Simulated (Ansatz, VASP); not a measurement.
# SiGe3Ru2 in VASP and in Ansatz

```
Si Ge Ru
1.0
     3.60192    0.00000    0.00000
     0.00000    3.60192    0.00000
     0.00000    0.00000    9.16424
Si Ge Ru
1 3 2
Direct
  0.00000 0.00000 0.00000
  0.50000 0.50000 0.70644
  0.50000 0.50000 0.29356
  0.50000 0.50000 0.00000
  0.00000 0.50000 0.50000
  0.50000 0.00000 0.50000
```

Alike in both runs: functional PBE; k mesh 4 × 4 × 4; occupations gaussian, width 0.1 eV; no spin polarisation.

Ansatz relaxed the structure, and its values are those at the end. VASP's run is a single point on that final structure, the one shown.

|  | VASP | Ansatz |
| --- | --- | --- |
| version | VASP 6.6.1 | Ansatz 0.2.0 |
| potentials or method | VASP PAW PBE potentials, release 64 (Si, Ge_d, Ru_pv), cutoff 520 eV | scalar-relativistic, plane waves, PAW |
| valence electrons in the cell | 74 | 78 |

|  | VASP | Ansatz | Ansatz less VASP |
| --- | --- | --- | --- |
| gap on the k mesh at the Fermi level (eV) | none | none | - |
| pressure (GPa) | -0.1 | -0.1 | -0.03 |

A gap of «none» marks a metal or a gap that the smearing closes. VASP's potentials hold 74 valence electrons a cell and Ansatz's 78, so a difference there can come from the potentials and not from the codes.

The k mesh is coarse, so the values compare programs but aren't converged.
